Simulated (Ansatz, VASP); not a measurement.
## Cd: VASP beside Ansatz

File INCAR:

```
SYSTEM = Cd
  ALGO = Normal
  EDIFF = 1E-7
  ENCUT = 520
  GGA = RP
  ISIF = 2
  ISMEAR = -1
  LASPH = .True.
  LCHARG = .True.
  LELF = .True.
  LREAL = .False.
  LVHAR = .True.
  LWAVE = .False.
  NBANDS = 12
  NELM = 100
  PREC = Accurate
  SIGMA = 0.1
```

KPOINTS

```
k-points
0
Gamma
  14 14 14
  0 0 0
```

File POSCAR:

```
Cd
1.0
   -1.8413924281      1.8413924281      1.8413924281
    1.8413924281     -1.8413924281      1.8413924281
    1.8413924281      1.8413924281     -1.8413924281
Cd
1
Direct
    0.0000000000      0.0000000000      0.0000000000
```

Input for Ansatz:

```yaml
crystal:
  lattice:
    - [-1.8413924281, 1.8413924281, 1.8413924281]
    - [1.8413924281, -1.8413924281, 1.8413924281]
    - [1.8413924281, 1.8413924281, -1.8413924281]
  atoms:
    - { symbol: Cd, position: [0.0, 0.0, 0.0] }
hamiltonian:
  xc: rpbe
  pseudopotentials:
    kind: paw
    azcp:
      Cd: "pseudopotentials/Cd.paw.azcp"
basis:
  ecutwfc: 420
  fft_grid_basis: typed
kpoints:
  mp_grid: { grid: [14, 14, 14], shift: [0, 0, 0] }
magnetization:
  spin_polarized: false
scf:
  occupations: { method: fermi_dirac, width: 0.1 }
  lower_state_search: "off"
output:
  stress: true
  write_density: true
  write_potential: true
  elf: true
  volumetric_format: npy
```

Alike in both runs: task single point; functional RPBE; k mesh 14 × 14 × 14; occupations fermi-dirac, width 0.1 eV; no spin polarisation.

```csv
,VASP,Ansatz
version,VASP 6.6.1,Ansatz 0.2.0
potentials or method,"VASP PAW PBE potentials, release 64 (Cd), cutoff 520 eV","plane waves (420 eV) with PAW, scalar-relativistic"
valence electrons in the cell,12,20
```

|  | VASP | Ansatz | Ansatz less VASP |
| --- | --- | --- | --- |
| pressure (GPa) | 0.4 | 0.2 | -0.15 |

VASP's potentials were made for PBE, not for RPBE. VASP's potentials hold 12 valence electrons a cell and Ansatz's 20, so a difference there can come from the potentials and not from the codes.
